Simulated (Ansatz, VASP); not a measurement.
## CuO in VASP and in Ansatz

The input INCAR:

```
SYSTEM = CuO
ALGO = Normal ; EDIFF = 1E-6
ENCUT = 520 ; GGA = PE
ISIF = 2 ; ISMEAR = 0
ISPIN = 2 ; LASPH = .TRUE.
LCHARG = .FALSE. ; LMAXMIX = 4
LORBIT = 11 ; LREAL = .FALSE.
LWAVE = .FALSE. ; MAGMOM = 1 1 0 0
NBANDS = 29 ; NELM = 150
PREC = Accurate ; SIGMA = 0.03
```

KPOINTS

```
k-points
0
G
  8 8 5
  0 0 0
```

The input POSCAR:

```
CuO
1.0
    2.3446500000     -1.7134000000      0.0000000000
    2.3446500000      1.7134000000      0.0000000000
   -0.8605500000      0.0000000000      5.0594400000
Cu O
2 2
Direct
    0.0032000000      0.4968000000      0.0000000000
    0.4968000000      0.0032000000      0.5000000000
    0.5714000000      0.4056000000      0.2537000000
    0.4056000000      0.5714000000      0.7537000000
```

Input for Ansatz:

```yaml
crystal:
  lattice:
    - [2.34465, -1.7134, 0.0]
    - [2.34465, 1.7134, 0.0]
    - [-0.86055, 0.0, 5.05944]
  atoms:
    - { symbol: Cu, position: [0.0032, 0.4968, 0.0], spin: 1.0 }
    - { symbol: Cu, position: [0.4968, 0.0032, 0.5], spin: 1.0 }
    - { symbol: O, position: [0.5714, 0.4056, 0.2537] }
    - { symbol: O, position: [0.4056, 0.5714, 0.7537] }
magnetization:
  spin_polarized: true
hamiltonian:
  xc: pbe
  pseudopotentials: { kind: paw }
basis:
  ecutwfc: 420
kpoints:
  mp_grid: { grid: [8, 8, 5] }
scf:
  occupations: { method: gaussian, width: 0.03 }
  lower_state_search: "off"
output:
  forces: true
  stress: true
```

Alike in both runs: task single point; functional PBE; k mesh 8 × 8 × 5; occupations gaussian, width 0.03 eV; collinear spin.

|  | VASP | Ansatz |
| --- | --- | --- |
| version | VASP 6.6.1 | Ansatz 0.2.0 |
| potentials or method | VASP PAW PBE potentials, release 64 (Cu, O), cutoff 520 eV | PAW, plane waves, scalar-relativistic |
| valence electrons in the cell | 34 | 50 |

```tsv
	VASP	Ansatz	Ansatz less VASP
pressure (GPa)	6.4	5.7	-0.68
traceless stress, the component that is largest in VASP (GPa)	-1.77	-1.68	+0.092
rms of the force components (eV/Å)	0.441	0.430	-0.0112
net moment per atom (μB)	0.00	0.00	0.000
```

Atom by atom the forces differ by 0.024 eV/Å (rms over components). The functional is the same, so the differences come from potentials, cutoffs and numerics. VASP's potentials hold 34 valence electrons a cell and Ansatz's 50, so a difference there can come from the potentials and not from the codes. Ansatz's warnings: seeded moment not kept.
